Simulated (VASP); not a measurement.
Runs of VASP 6.6.1 on Nb3B5. The structure is that of space group P-6m2 (No. 187), or close to it. The cells are those of the table. 

```tsv
task	cell	k mesh	cutoff (eV)	smearing	gap on the mesh (eV)	pressure (GPa)	largest force (eV/Å)
single point	a = 3.121, b = 3.121, c = 9.643 Å, angles 90.0, 90.0, 120.0°, 8 atoms	12 × 12 × 4	520	gaussian 0.1 eV	none	(a)	0.01
single point	a = 3.121, b = 3.121, c = 9.643 Å, angles 90.0, 90.0, 120.0°, 8 atoms	12 × 12 × 2	520	gaussian 0.2 eV	none	-0.3	0.01
relaxation of cell and atoms	relaxed from a = 3.150, b = 3.150, c = 9.600 Å, angles 90.0, 90.0, 120.0°, 8 atoms	6 × 6 × 2	600	gaussian 0.2 eV	none	-0.1	0.07
single point	a = 3.119, b = 3.119, c = 9.632 Å, angles 90.0, 90.0, 120.0°, 8 atoms	6 × 6 × 2	520	gaussian 0.2 eV	none	0.3	0.05
```

Alike in all rows: level PBE; potentials or basis VASP PAW PBE potentials, release 64 (Nb_sv, B); no spin polarisation.

**Question.** Fill in the values left out.

**Answer.** (a) -0.4.

Caveats: some runs use coarse meshes; the relaxation stopped at a loose force limit of 0.08 eV/Å, so its end isn't a converged minimum (some runs).

A k mesh can miss the band edges, and the runs leave out spin-orbit coupling on Nb.

A gap of «none» marks levels without a gap at the run's occupations.
